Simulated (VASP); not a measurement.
A run of VASP 6.6.1:

INCAR

```
ALGO = Normal ; EDIFF = 1E-7
ENCUT = 520 ; GGA = PS
ISIF = 2 ; ISMEAR = 0
LASPH = T ; LCHARG = T
LELF = T ; LREAL = F
LVHAR = T ; LWAVE = F
NBANDS = 20 ; NELM = 100
PREC = Accurate ; SIGMA = 0.05
```

The input KPOINTS:

```
k-points
0
Gamma
  12 12 2
```

POSCAR

```
WS2
1.0
    3.1457762248      0.0000000000      0.0000000000
   -1.5728881124      2.7243221253      0.0000000000
    0.0000000000      0.0000000000     16.9534210846
W S
1 2
Direct
    0.3700397122      0.7400794243      0.0000000000
    0.6666666667      0.3333333333      0.9075761491
    0.6666666667      0.3333333333      0.0924238509
```

Potentials or basis: VASP PAW PBE potentials, release 64 (W_sv, S).

Run with:

```console
$ cat potpaw_PBE.64/W_sv/POTCAR potpaw_PBE.64/S/POTCAR > POTCAR
$ mpirun -np 1 vasp_std > vasp.out
```

Hardware: 1 thread of AMD EPYC 7R13, on a shared host.

Task: Estimate the wall time of this run.

Result: It took 15 min on 1 thread of AMD EPYC 7R13 (shared host), peak memory 0.37 GiB. Counts: scf iterations 24, k points 86.
